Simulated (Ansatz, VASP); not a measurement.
Two plane-wave programs on ZrB

```xyz
2
Lattice="0.0000 2.4145 2.4145 2.4145 0.0000 2.4145 2.4145 2.4145 0.0000" Properties=species:S:1:pos:R:3 pbc="T T T"
Zr    2.4145    2.4145    2.4145
B     0.0000    0.0000    0.0000
```

Alike in both runs: task single point; functional PBE; dispersion D3(BJ); k mesh 8 × 8 × 8; occupations gaussian, width 0.05 eV; no spin polarisation.

```csv
,VASP,Ansatz
version,VASP 6.6.1,Ansatz 0.2.0
potentials or method,"VASP PAW PBE potentials, release 64 (Zr_sv, B), cutoff 500 eV","scalar-relativistic, plane waves, PAW"
valence electrons in the cell,15,15
```

Ansatz gave:

- gap on the k mesh at the Fermi level (eV): none
- pressure (GPa): 3.5

Problem. Which values does VASP return?

Solution. gap on the k mesh at the Fermi level (eV): none; pressure (GPa): 3.6.

A gap of «none» marks a metal or a gap that the smearing closes.
